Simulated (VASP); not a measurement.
Wanted: the native input for a VASP 6.6.1 run.

```yaml
Task: density of states
Functional: LDA
Potentials_or_basis: VASP PAW LDA potentials, release 64 (As)
Cutoff: 520 eV
k_mesh: 13 × 13 × 13
Occupations: fermi-dirac, width 0.05 eV
Spin: no spin polarisation
Dipole_correction: no
k_mesh_for_the_DOS: 20 × 20 × 20
Occupations_for_the_DOS: tetrahedron
Further_INCAR_settings: ALGO = Normal; EDIFF = 1e-06
```

As:

```
As
1.0
     0.00000    2.19540    2.19540
     2.19540    0.00000    2.19540
     2.19540    2.19540    0.00000
As
2
Direct
  0.87500 0.87500 0.87500
  0.12500 0.12500 0.12500
```

This cell differs from its parent crystal: volume scaled by 0.4.

One way to write it, as run:

POSCAR

```
As
1.0
    0.0000000000      2.1954020278      2.1954020278
    2.1954020278      0.0000000000      2.1954020278
    2.1954020278      2.1954020278      0.0000000000
As
2
Direct
   -0.1250000000     -0.1250000000     -0.1250000000
    0.1250000000      0.1250000000      0.1250000000
```

INCAR.step1

```
ALGO = Normal
EDIFF = 1E-6
ENCUT = 520
ISIF = 2
ISMEAR = -1
LASPH = True
LCHARG = True
LREAL = False
LWAVE = False
NBANDS = 12
NELM = 80
PREC = Accurate
SIGMA = 0.05
```

KPOINTS.step1

```
k-points
0
Gamma
  13 13 13
```

INCAR.step2

```
ALGO = Normal
EDIFF = 1E-6
ENCUT = 520
ICHARG = 11
ISIF = 2
ISMEAR = -5
LASPH = True
LCHARG = False
LORBIT = 10
LREAL = False
LWAVE = False
NEDOS = 1001
NELM = 80
PREC = Accurate
SIGMA = 0.05
```

KPOINTS.step2

```
k-points
0
Gamma
  20 20 20
```

Potentials or basis: VASP PAW LDA potentials, release 64 (As).

Run with:

```console
$ cat potpaw_LDA.64/As/POTCAR > POTCAR
$ cp INCAR.step1 INCAR
$ cp KPOINTS.step1 KPOINTS
$ mpirun -np 1 vasp_std > vasp.out
$ cp INCAR.step2 INCAR
$ cp KPOINTS.step2 KPOINTS
$ mpirun -np 1 vasp_std > vasp.out
```

Results of the run:

- Valence electrons inside the program's atomic spheres: As 3.97

Wall time 38 s on 1 thread of Intel(R) Xeon(R) Platinum 8375C CPU @ 2.90GHz (Ice Lake), on a shared host, peak memory 0.16 GiB.
